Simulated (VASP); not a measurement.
C:

```
CELL_PARAMETERS angstrom
2.44500 0.00000 0.00000
-1.22250 2.11743 0.00000
0.00000 0.00000 6.61046
ATOMIC_POSITIONS crystal
C 0.00000 0.00000 0.25000
C 0.00000 0.00000 0.75000
C 0.33333 0.66667 0.25000
C 0.66667 0.33333 0.75000
```

Base run:

| Property | Result |
| --- | --- |
| Program | VASP 6.6.1 |
| Functional | LDA |
| Potentials or basis | VASP PAW LDA potentials, release 64 (C) |
| Cutoff | 520 eV |
| k mesh | 15 × 15 × 5 |
| Occupations | methfessel-paxton, width 0.1 eV |
| Spin | no spin polarisation |

Its results: band gap on the k mesh zero (band 8 reaches 4.84 eV, above the bottom of band 9 at 4.80 eV); pressure 0.8 GPa.

The run is repeated on the same cell with these changes: k mesh from 15 × 15 × 5 to 14 × 14 × 5; occupations from methfessel-paxton, width 0.1 eV to fermi-dirac, width 0.05 eV. What comes out?

Band gap on the k mesh 0.95 eV, direct; pressure 0.8 GPa.

A k mesh can miss the band edges.
